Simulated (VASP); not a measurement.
Crystal: Al.

```xyz
2
Lattice="2.8125 0.0000 0.0000 -1.4062 2.4357 0.0000 0.0000 0.0000 4.8669" Properties=species:S:1:pos:R:3 pbc="T T T"
Al    0.0000    1.6238    1.2167
Al    1.4062    0.8119    3.6501
```

Base run:

```yaml
Program: VASP 6.6.1
Functional: PBE
Dispersion: D3(BJ)
Potentials_or_basis: VASP PAW PBE potentials, release 64 (Al)
Cutoff: 520 eV
k_mesh: 11 × 11 × 6
Occupations: fermi-dirac, width 0.05 eV
Spin: no spin polarisation
```

Its results: band gap on the k mesh zero (band 3 reaches 11.36 eV, above the bottom of band 4 at 4.96 eV); pressure -3.2 GPa.

Task: After a change of settings the same cell gave: band gap on the k mesh zero (band 3 reaches 11.30 eV, above the bottom of band 4 at 4.91 eV); pressure -4.4 GPa. Which change was it?
A. dispersion from D3(BJ) to none; further incar settings from ALGO = Normal; EDIFF = 1e-06; NBANDS = 10 to ALGO = Normal; EDIFF = 1e-07; NBANDS = 10
B. functional from PBE to r2SCAN; dispersion from D3(BJ) to none
C. functional from PBE to PBEsol

Result: C.

PBEsol binds more tightly than PBE, so the same cell stands under less pressure.

Caveats: three body term missing; pairwise dispersion overbinds metals, which lowers pressure and volume; the PAW data sets were made with another functional, which shifts forces and pressure a little (some runs).
